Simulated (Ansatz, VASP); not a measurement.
## GaP: VASP beside Ansatz

Contents of INCAR:

```
SYSTEM = GaP
ALGO = Normal ; EDIFF = 1E-6
ENCUT = 520 ; GGA = PS
ISIF = 2 ; ISMEAR = 0
LASPH = .TRUE. ; LCHARG = .FALSE.
LREAL = .FALSE. ; LWAVE = .FALSE.
NBANDS = 16 ; NELM = 80
PREC = Accurate ; SIGMA = 0.05
```

The input KPOINTS:

```
k-points
0
G
  10 10 10
  0 0 0
```

POSCAR

```
GaP
1.0
    0.0000000000      2.7260397285      2.7260397285
    2.7260397285      0.0000000000      2.7260397285
    2.7260397285      2.7260397285      0.0000000000
Ga P
1 1
Direct
    0.0000000000      0.0000000000      0.0000000000
    0.7500000000      0.7500000000      0.7500000000
```

Input for Ansatz:

```yaml
crystal:
  lattice:
    - [0.0, 2.7260397285, 2.7260397285]
    - [2.7260397285, 0.0, 2.7260397285]
    - [2.7260397285, 2.7260397285, 0.0]
  atoms:
    - { symbol: Ga, position: [0.0, 0.0, 0.0] }
    - { symbol: P, position: [0.75, 0.75, 0.75] }
basis:
  ecutwfc: 420
  ecutrho_ratio: 4
kpoints:
  mp_grid: { grid: [10, 10, 10] }
hamiltonian:
  xc: pbesol
scf:
  occupations: { method: gaussian, width: 0.05 }
output:
  forces: true
  stress: true
  eigenvalues: true
```

Alike in both runs: task single point; functional PBEsol; k mesh 10 × 10 × 10; occupations gaussian, width 0.05 eV; no spin polarisation.

|  | VASP | Ansatz |
| --- | --- | --- |
| version | VASP 6.6.1 | Ansatz 0.2.0 |
| potentials or method | VASP PAW PBE potentials, release 64 (Ga_d, P), cutoff 520 eV | scalar-relativistic, plane waves, PAW |
| valence electrons in the cell | 18 | 18 |

VASP gave:

- gap on the k mesh at the Fermi level (eV): 1.48
- least direct gap on the mesh (eV): 1.74
- pressure (GPa): -0.7

Q: Which values does Ansatz return?

A: gap on the k mesh at the Fermi level (eV): 1.48; least direct gap on the mesh (eV): 1.74; pressure (GPa): -0.6.

VASP's potentials were made for PBE, not for PBEsol.
